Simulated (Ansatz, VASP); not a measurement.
**Ge in VASP and in Ansatz**

```
Ge
1.0
    -0.05761    2.88053    2.93815
     2.88053   -0.05761    2.93815
     2.82292    2.82292    0.00000
Ge
2
Direct
  0.50000 0.50000 0.50000
  0.75000 0.75000 0.75000
```

Change from the starting cell: engineering shear strain xy -0.0400, normal strain along z +0.0200.

Alike in both runs: task single point; functional PBE; k mesh 14 × 14 × 14; occupations gaussian, width 0.15 eV; no spin polarisation.

|  | VASP | Ansatz |
| --- | --- | --- |
| version | VASP 6.6.1 | Ansatz 0.2.0 |
| potentials or method | VASP PAW PBE potentials, release 64 (Ge_d), cutoff 520 eV | scalar-relativistic, plane waves, PAW |
| valence electrons in the cell | 28 | 28 |

```tsv
	VASP	Ansatz	Ansatz less VASP
gap on the k mesh at the Fermi level (eV)	none	none	-
pressure (GPa)	-1.0	-0.9	+0.02
traceless stress, the component that is largest in VASP (GPa)	2.72	2.72	+0.006
rms of the force components (eV/Å)	0.157	0.158	+0.0009
```

Atom by atom the forces differ by 0.001 eV/Å (rms over components). A gap of «none» marks a metal or a gap that the smearing closes.
